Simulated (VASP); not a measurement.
# Cr (Fm-3m) in VASP: a series of runs

The runs below take Cr through relaxation of cell and atoms, single point, with r2SCAN.

All numbers are computed with VASP 6.6.1; they aren't measurements. Logs are shortened: lines on timing, memory, paths and dates and some standing lists are left out, and cuts for length are marked.

**1. The cell of the first run**

Symmetry: Fm-3m, No. 225, cubic system. The conventional cell has a = 3.680 Å, b = 3.680 Å, c = 3.680 Å, α = 90.00°, β = 90.00°, γ = 90.00°. Within 3.4 Å of Cr (site symmetry m-3m) lie 12 Cr at 2.60 Å.

**2. Relaxation of cell and atoms, r2SCAN, collinear spin, ferromagnetic start**

File POSCAR:

```
Cr
1.0
    0.0000000000      1.8400000000      1.8400000000
    1.8400000000      0.0000000000      1.8400000000
    1.8400000000      1.8400000000      0.0000000000
Cr
1
Direct
    0.0000000000      0.0000000000      0.0000000000
```

File INCAR.step1:

```
SYSTEM = Cr
ALGO = Normal ; EDIFF = 1E-4
ENCUT = 600 ; GGA = PE
ISMEAR = 0 ; ISPIN = 2
LASPH = .True. ; LCHARG = .False.
LMAXMIX = 4 ; LREAL = .False.
LWAVE = .True. ; MAGMOM = 0.48
NELM = 150 ; PREC = Accurate
SIGMA = 0.1
```

File INCAR.step2:

```
SYSTEM = Cr
ALGO = Normal ; EDIFF = 1E-7
EDIFFG = -0.04 ; ENCUT = 600
IBRION = 2 ; ISIF = 3
ISMEAR = 0 ; ISPIN = 2
ISTART = 1 ; LASPH = .True.
LCHARG = .False. ; LMAXMIX = 4
LMIXTAU = .True. ; LORBIT = 11
LREAL = .False. ; LWAVE = .False.
MAGMOM = 0.48 ; METAGGA = R2SCAN
NELM = 150 ; NSW = 90
PREC = Accurate ; SIGMA = 0.1
```

File KPOINTS:

```
k-points
0
Gamma
  8 8 8
  0 0 0
```

Potentials or basis: VASP PAW PBE potentials, release 64 (Cr_pv).

On the command line:

```sh
$ cat potpaw_PBE.64/Cr_pv/POTCAR > POTCAR
$ cp INCAR.step1 INCAR
$ mpirun -np 1 vasp_std > vasp.out
$ cp INCAR.step2 INCAR
$ mpirun -np 1 vasp_std > vasp.out
```

OUTCAR:

```text
SYSTEM = Cr
   EDIFF = 1E-7
   EDIFFG = -0.04
   ENCUT = 600
   IBRION = 2
   ISIF = 3
   ISMEAR = 0
   ISPIN = 2
   ISTART = 1
   LASPH = .True.
   LORBIT = 11
   LREAL = .False.
   METAGGA = R2SCAN
   NELM = 150
   NSW = 90
   PREC = Accurate

 ion  position               nearest neighbor table
   1  0.000  0.000  0.000-

  LATTYP: Found a face centered cubic cell.
 ALAT       =     3.6800000000

  Lattice vectors:

 A1 = (   0.0000000000,   1.8400000000,   1.8400000000)
 A2 = (   1.8400000000,   0.0000000000,   1.8400000000)
 A3 = (   1.8400000000,   1.8400000000,   0.0000000000)

Analysis of symmetry for initial positions (statically):
=====================================================================
 Subroutine PRICEL returns:
 Original cell was already a primitive cell.

 Routine SETGRP: Setting up the symmetry group for a
 face centered cubic supercell.

 Subroutine GETGRP returns: Found 48 space group operations
 (whereof 48 operations were pure point group operations)
 out of a pool of 48 trial point group operations.

The static configuration has the point symmetry O_h .

Analysis of symmetry for dynamics (positions and initial velocities):
=====================================================================
 Subroutine PRICEL returns:
 Original cell was already a primitive cell.

 Routine SETGRP: Setting up the symmetry group for a
 face centered cubic supercell.

 Subroutine GETGRP returns: Found 48 space group operations
 (whereof 48 operations were pure point group operations)
 out of a pool of 48 trial point group operations.

The dynamic configuration has the point symmetry O_h .

Analysis of structural, dynamic, and magnetic symmetry:
=====================================================================
 Subroutine PRICEL returns:
 Original cell was already a primitive cell.

 Routine SETGRP: Setting up the symmetry group for a
 face centered cubic supercell.

 Subroutine GETGRP returns: Found 48 space group operations
 (whereof 48 operations were pure point group operations)
 out of a pool of 48 trial point group operations.

The overall configuration has the point symmetry O_h .

 Subroutine INISYM returns: Found 48 space group operations
 (whereof 48 operations are pure point group operations),
 and found     1 'primitive' translations

----------------------------------------------------------------------------------------

                                     Primitive cell

  volume of cell :      12.4590

  direct lattice vectors                    reciprocal lattice vectors
     0.000000000  1.840000000  1.840000000    -0.271739130  0.271739130  0.271739130
     1.840000000  0.000000000  1.840000000     0.271739130 -0.271739130  0.271739130
     1.840000000  1.840000000  0.000000000     0.271739130  0.271739130 -0.271739130

  length of vectors
     2.602152955  2.602152955  2.602152955     0.470665980  0.470665980  0.470665980

  position of ions in fractional coordinates (direct lattice)
     0.000000000  0.000000000  0.000000000

  ion indices of the primitive-cell ions
   primitive index   ion index
                 1           1

----------------------------------------------------------------------------------------

 KPOINTS: k-points

Automatic generation of k-mesh.
 Grid dimensions read from file:
 generate k-points for:    8    8    8

 Generating k-lattice:

  Cartesian coordinates                     Fractional coordinates (reciprocal lattice)
    -0.033967391  0.033967391  0.033967391     0.125000000  0.000000000  0.000000000
     0.033967391 -0.033967391  0.033967391     0.000000000  0.125000000  0.000000000
     0.033967391  0.033967391 -0.033967391     0.000000000  0.000000000  0.125000000

  Length of vectors
     0.058833248  0.058833248  0.058833248

  Shift w.r.t. Gamma in fractional coordinates (k-lattice)
     0.000000000  0.000000000  0.000000000

 Subroutine IBZKPT returns following result:
 ===========================================

 Found     29 irreducible k-points:

 Following reciprocal coordinates:
            Coordinates               Weight
  0.000000  0.000000  0.000000      1.000000
  0.125000  0.000000  0.000000      8.000000
  0.250000  0.000000  0.000000      8.000000
  0.375000  0.000000  0.000000      8.000000
  0.500000  0.000000  0.000000      4.000000
  0.125000  0.125000  0.000000      6.000000
[... 16 lines left out ...]
  0.500000  0.250000  0.125000     48.000000
 -0.375000  0.250000  0.125000     24.000000
 [... further k-points ...]
   k-points           NKPTS =     29   k-points in BZ     NKDIM =     29   number of bands    NBANDS=     10
   number of dos      NEDOS =    301   number of ions     NIONS =      1
   total plane-waves  NPLWV =  13824
   dimension x,y,z NGX =    24 NGY =   24 NGZ =   24
   dimension x,y,z NGXF=    48 NGYF=   48 NGZF=   48
   ions per type =               1
   NGX,Y,Z   is equivalent  to a cutoff of  15.33, 15.33, 15.33 a.u.
   NGXF,Y,Z  is equivalent  to a cutoff of  30.67, 30.67, 30.67 a.u.
 SYSTEM =  Cr
   PREC   = accura    normal or accurate (medium, high low for compatibility)
   ISTART =      1    job   : 0-new  1-cont  2-samecut
   ICHARG =      0    charge: 1-file 2-atom 10-const
   ISPIN  =      2    spin polarized calculation?
   LNONCOLLINEAR =      F non collinear calculations
   LSORBIT =      F    spin-orbit coupling
   LASPH  =      T    aspherical Exc in radial PAW
   ENCUT  =  600.0 eV  44.10 Ry    6.64 a.u.   5.20  5.20  5.20*2*pi/ulx,y,z
   NELM   =    150;   NELMIN=  2; NELMDL=  0     # of ELM steps
   EDIFF  = 0.1E-06   stopping-criterion for ELM
   LREAL  =      F    real-space projection
   EDIFFG = -.4E-01   stopping-criterion for IOM
   NSW    =     90    number of steps for IOM
   IBRION =      2    ionic relax: 0-MD 1-quasi-New 2-CG
   NFREE  =      1    steps in history (QN), initial steepest desc. (CG)
   ISIF   =      3    stress and relaxation
   ISYM   =      2    0-nonsym 1-usesym 2-fastsym
   POTIM  = 0.5000    time-step for ionic-motion
   TEBEG  =    0.0;   TEEND  =   0.0 temperature during run
   PSTRESS=    0.0 pullay stress
   NELECT =      12.0000    total number of electrons
   NUPDOWN=      -1.0000    fix difference up-down
   EMIN   =  10.00;   EMAX   =-10.00  energy-range for DOS
   EFERMI =   0.00;   METHOD = LEGACY
   ISMEAR =     0;   SIGMA  =   0.10  broadening in eV -4-tet -1-fermi 0-gaus
   EFERMI_NEDOS =   21; number of points for ismear=-14 and -15
   IALGO  =     38    algorithm
   IMIX   =      4    mixing-type and parameters
     AMIX     =   0.40;   BMIX     =  1.00
     AMIX_MAG =   1.60;   BMIX_MAG =  1.00
  volume/ion in A,a.u.               =      12.46        84.08
  Fermi-wavevector in a.u.,A,eV,Ry     =   1.616742  3.055200 35.563658  2.613855
  Thomas-Fermi vector in A             =   2.711279
   LORBIT       =     11    0 simple, 1 ext, 2 COOP (PROOUT), +10 PAW based schemes
   METAGGA = R2SCAN    functional components
   LHFCALC =     F    Hartree Fock is set to
   AEXX    =    0.0000 exact exchange contribution
   IVDW    =     0    specifies the selected vdW correction
   LEPSILON=     F    determine dielectric tensor
   LRPA    =     F    only Hartree local field effects (RPA)
 conjugate gradient relaxation of ions
 spin polarized calculation
 Gauss-broadening in eV      SIGMA  =   0.10
  energy-cutoff  :      600.00
  volume of cell :       12.46
 maximum number of plane-waves:       444
 NGX is ok and might be reduce to    24
   NGX = 11   NGY = 11   NGZ = 11

--------------------------------------- Ionic step        1  -------------------------------------------

 number of electron      11.9999999 magnetization      -0.0002109

 number of electron      11.9999999 magnetization       0.0001106

 Free energy of the ion-electron system (eV)
  ---------------------------------------------------
  ext. energy  EPLUGINS =         0.00000000
  ---------------------------------------------------
  free energy    TOTEN  =       -14.32373569 eV

  energy without entropy =      -14.31345689  energy(sigma->0) =      -14.31859629

 E-fermi :   9.6018     XC(G=0): -14.4820

 val. band max:        9.5499893905   @ k =  -0.3750   0.1250   0.0000
 cond. band min:       9.6147775458   @ k =   0.2500   0.1250   0.0000
 fundamental gap:      0.0647881553
 Fermi energy:         9.6018155733

 spin component 1

 k-point     1 :       0.0000    0.0000    0.0000
  band No.  band energies     occupation
      1     -34.4705      1.00000
      2     -34.4704      1.00000
      3     -34.4704      1.00000
      4       1.7415      1.00000
      5       9.1939      1.00000
      6       9.1939      1.00000
      7       9.1939      1.00000
      8      11.0769      0.00000
      9      11.0769      0.00000
     10      12.9831      0.00000

 k-point     2 :       0.1250    0.0000    0.0000
  band No.  band energies     occupation
      1     -34.5840      1.00000
      2     -34.4848      1.00000
      3     -34.4848      1.00000
      4       2.3631      1.00000
      5       8.9193      1.00000
      6       9.3739      0.99937
      7       9.3739      0.99937
      8      10.9901      0.00000
      9      10.9901      0.00000
     10      12.9812      0.00000
[... 661 lines left out ...]
 POSITION                                       TOTAL-FORCE (eV/Angst)
 -----------------------------------------------------------------------------------
      3.47781      1.73890      1.73890         0.000000      0.000000     -0.000000
 -----------------------------------------------------------------------------------
    total drift:                                0.000000      0.000000      0.000000

  FREE ENERGIE OF THE ION-ELECTRON SYSTEM (eV)
  ---------------------------------------------------
  free  energy   TOTEN  =       -14.2434881433 eV

  energy  without entropy=      -14.2332898731  energy(sigma->0) =      -14.23838901

--------------------------------------- Ionic step        3  -------------------------------------------

 number of electron      12.0000002 magnetization      -0.0000906

 Free energy of the ion-electron system (eV)
  ---------------------------------------------------
  ext. energy  EPLUGINS =         0.00000000
  ---------------------------------------------------
  free energy    TOTEN  =       -14.36086928 eV

  energy without entropy =      -14.35111595  energy(sigma->0) =      -14.35599262

 E-fermi :  10.3989     XC(G=0): -14.8795

 val. band max:       10.3380233042   @ k =  -0.3750   0.1250   0.0000
 cond. band min:      10.4143175106   @ k =   0.2500   0.1250   0.0000
 fundamental gap:      0.0762942063
 Fermi energy:        10.3988773292

 spin component 1

 k-point     1 :       0.0000    0.0000    0.0000
  band No.  band energies     occupation
      1     -33.5434      1.00000
      2     -33.5434      1.00000
      3     -33.5434      1.00000
      4       2.3571      1.00000
      5       9.9670      1.00000
      6       9.9670      1.00000
      7       9.9670      1.00000
      8      12.0058      0.00000
      9      12.0058      0.00000
     10      13.9228      0.00000

 k-point     2 :       0.1250    0.0000    0.0000
  band No.  band energies     occupation
      1     -33.6825      1.00000
      2     -33.5607      1.00000
      3     -33.5606      1.00000
      4       3.0114      1.00000
      5       9.6673      1.00000
      6      10.1623      0.99959
      7      10.1624      0.99959
      8      11.9087      0.00000
      9      11.9087      0.00000
     10      13.9210      0.00000
[... 624 lines left out ...]
 POSITION                                       TOTAL-FORCE (eV/Angst)
 -----------------------------------------------------------------------------------
     -0.00000      0.00000      0.00000         0.000000      0.000000     -0.000000
 -----------------------------------------------------------------------------------
    total drift:                                0.000000      0.000000      0.000000

  FREE ENERGIE OF THE ION-ELECTRON SYSTEM (eV)
  ---------------------------------------------------
  free  energy   TOTEN  =       -14.3608692797 eV

  energy  without entropy=      -14.3511159541  energy(sigma->0) =      -14.35599262

 reached required accuracy - stopping structural energy minimisation

 total charge

# of ion       s       p       d       tot
------------------------------------------
    1        0.720   6.408   4.151  11.280

 magnetization (x)

# of ion       s       p       d       tot
------------------------------------------
    1        0.000   0.000  -0.000  -0.000
```

Run time: 93 s. Hardware: 1 thread of Intel Xeon Platinum 8488C (Sapphire Rapids), shared host; peak memory 0.17 GiB.

What came out:

```
Free energy                                           : -14.3609 eV
Relaxed volume                                        : 11.72 Å³/atom
Relaxed cell                                          : a = 2.549 Å, b = 2.549 Å, c = 2.549 Å, α = 60.00°, β = 60.00°, γ = 60.00°
Space group after relaxing (to 0.05 Å)                : Fm-3m (No. 225)
Energy gained by relaxing                             : 37.1 meV/atom
Ionic steps                                           : 3
Pressure after relaxing                               : -0.5 GPa
Band gap on the k mesh                                : zero (filled and empty bands overlap)
Net moment                                            : 0.00 μB per cell
Valence electrons inside the program's atomic spheres : Cr 11.28
```

Step by step:
| step | energy change (eV) | largest force (eV/Å) | pressure (GPa) | volume (Å³) |
| --- | --- | --- | --- | --- |
| 1 | 0.0000 | 0.0000 | -14.65 | 12.46 |
| 2 | 0.0802 | 0.0000 | 34.98 | 10.52 |
| 3 | -0.0371 | 0.0000 | -0.55 | 11.72 |

Final structure:
```
Cr
1.0
     0.00000    1.80271    1.80271
     1.80271    0.00000    1.80271
     1.80271    1.80271    0.00000
Cr
1
Direct
  0.00000 0.00000 0.00000
```

Levels at points of the mesh, in eV from the Fermi level:
Spin up:
```tsv
k point	band 3	band 4	band 5	band 6	band 7	band 8	band 9	band 10
(0.00, 0.00, 0.00)	-43.94	-8.04	-0.43	-0.43	-0.43	1.61	1.61	3.52
(0.50, 0.00, 0.00)	-44.06	-4.17	-0.46	-0.46	0.72	2.75	2.75	3.45
(0.50, 0.50, 0.00)	-44.26	-4.27	-3.49	2.83	2.99	2.99	3.45	3.81
```
Spin down:
```csv
k point,band 4,band 5,band 6,band 7,band 8,band 9
"(0.00, 0.00, 0.00)",-8.04,-0.43,-0.43,-0.43,1.61,1.61
"(0.50, 0.00, 0.00)",-4.17,-0.46,-0.46,0.72,2.75,2.75
"(0.50, 0.50, 0.00)",-4.27,-3.49,2.83,2.99,2.99,3.45
```

Caveat: the k points lie up to 0.38 Å⁻¹ apart in the final cell; the PAW data sets were made with another functional, which shifts forces and pressure a little.

[end of part 1 of 2]
